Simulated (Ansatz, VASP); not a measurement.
## W: VASP beside Ansatz

INCAR

```
SYSTEM = W
  PREC = Accurate
  ENCUT = 520
  EDIFF = 1E-6
  ISMEAR = -1
  SIGMA = 0.05
  LREAL = .FALSE.
  LASPH = .TRUE.
  NELM = 80
  ALGO = Normal
  ISIF = 2
  LWAVE = .FALSE.
  LCHARG = .FALSE.
  GGA = PE
  NBANDS = 21
```

KPOINTS

```
Automatic mesh
0
G
  16 16 16
  0 0 0
```

Contents of POSCAR:

```
W
1.0
   -2.2458863481      2.2458863481      1.1875879348
    2.2458863481     -2.2458863481      1.1875879348
    2.2458863481      2.2458863481     -1.1875879348
W
2
Direct
   -0.3750000000     -0.1250000000     -0.2500000000
    0.3750000000      0.1250000000      0.2500000000
```

Input for Ansatz:

```yaml
crystal:
  lattice:
    - [-2.2458863481, 2.2458863481, 1.1875879348]
    - [2.2458863481, -2.2458863481, 1.1875879348]
    - [2.2458863481, 2.2458863481, -1.1875879348]
  atoms:
    - { symbol: W, position: [-0.375, -0.125, -0.25] }
    - { symbol: W, position: [0.375, 0.125, 0.25] }
kpoints:
  mp_grid: { grid: [16, 16, 16] }
scf:
  occupations: { method: fermi_dirac, width: 0.05 }
hamiltonian:
  xc: pbe
  pseudopotentials: { kind: paw }
output:
  forces: true
  stress: true
  eigenvalues: true
  populations: true
```

Change from the starting cell: volume scaled by 0.68, PAW files.

Alike in both runs: task single point; functional PBE; k mesh 16 × 16 × 16; occupations fermi-dirac, width 0.05 eV; no spin polarisation.

|  | VASP | Ansatz |
| --- | --- | --- |
| version | VASP 6.6.1 | Ansatz 0.2.0 |
| potentials or method | VASP PAW PBE potentials, release 64 (W_sv) | PAW with Ansatz's default frozen-core files, scalar-relativistic |
| plane-wave cutoff (eV) | 520 | 420 |
| valence electrons in the cell | 28 | 28 |

```tsv
	VASP	Ansatz	Ansatz less VASP
pressure (GPa)	200.4	193.5	-6.87
```

Both programs put the cell under a high pressure, so it lies far from rest at this level.

Spin-orbit coupling is off throughout. Noted on VASP's run: the cell as given lies far from equilibrium.
